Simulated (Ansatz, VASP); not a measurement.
# Two plane-wave programs on AlCu3

The input INCAR:

```
PREC = Accurate
ENCUT = 520
EDIFF = 1E-6
ISMEAR = 0
SIGMA = 0.15
LREAL = F
LASPH = T
NELM = 100
ALGO = Normal
ISIF = 2
LWAVE = F
LCHARG = F
GGA = PS
NBANDS = 26
```

File KPOINTS:

```
regular mesh
0
Gamma
  12 12 12
```

File POSCAR:

```
AlCu3
1.0
    0.0000000000      2.8833694744      2.8833694744
    2.8833694744      0.0000000000      2.8833694744
    2.8833694744      2.8833694744      0.0000000000
Al Cu
1 3
Direct
    0.0000000000      0.0000000000      0.0000000000
    0.5000000000      0.5000000000      0.5000000000
    0.2500000000      0.2500000000      0.2500000000
    0.7500000000      0.7500000000      0.7500000000
```

Input for Ansatz:

```yaml
crystal:
  lattice:
    - [0.0, 2.8833694744, 2.8833694744]
    - [2.8833694744, 0.0, 2.8833694744]
    - [2.8833694744, 2.8833694744, 0.0]
  atoms:
    - { symbol: Al, position: [0.0, 0.0, 0.0] }
    - { symbol: Cu, position: [0.5, 0.5, 0.5] }
    - { symbol: Cu, position: [0.25, 0.25, 0.25] }
    - { symbol: Cu, position: [0.75, 0.75, 0.75] }
basis:
  ecutwfc: 520.0
kpoints:
  mp_grid: { grid: [12, 12, 12] }
hamiltonian:
  xc: pbesol
  pseudopotentials: { kind: paw, azcp: { folder: soft_1 } }
scf:
  occupations: { method: gaussian, width: 0.15 }
output:
  forces: true
  stress: true
  eigenvalues: true
  write_density: true
  write_potential: true
  elf: true
  volumetric_format: npy
```

Alike in both runs: task single point; functional PBEsol; k mesh 12 × 12 × 12; occupations gaussian, width 0.15 eV; no spin polarisation.

|  | VASP | Ansatz |
| --- | --- | --- |
| version | VASP 6.6.1 | Ansatz 0.2.0 |
| potentials or method | VASP PAW PBE potentials, release 64 (Al, Cu), cutoff 520 eV | scalar-relativistic, plane waves, PAW |
| valence electrons in the cell | 36 | 60 |

|  | VASP | Ansatz | Ansatz less VASP |
| --- | --- | --- | --- |
| gap on the k mesh at the Fermi level (eV) | none | none | - |
| pressure (GPa) | 0.7 | 0.0 | -0.71 |

VASP's potentials were made for PBE, not for PBEsol, and Ansatz warns of the same on its side. A gap of «none» marks a metal or a gap that the smearing closes. VASP's potentials hold 36 valence electrons a cell and Ansatz's 60, so a difference there can come from the potentials and not from the codes.
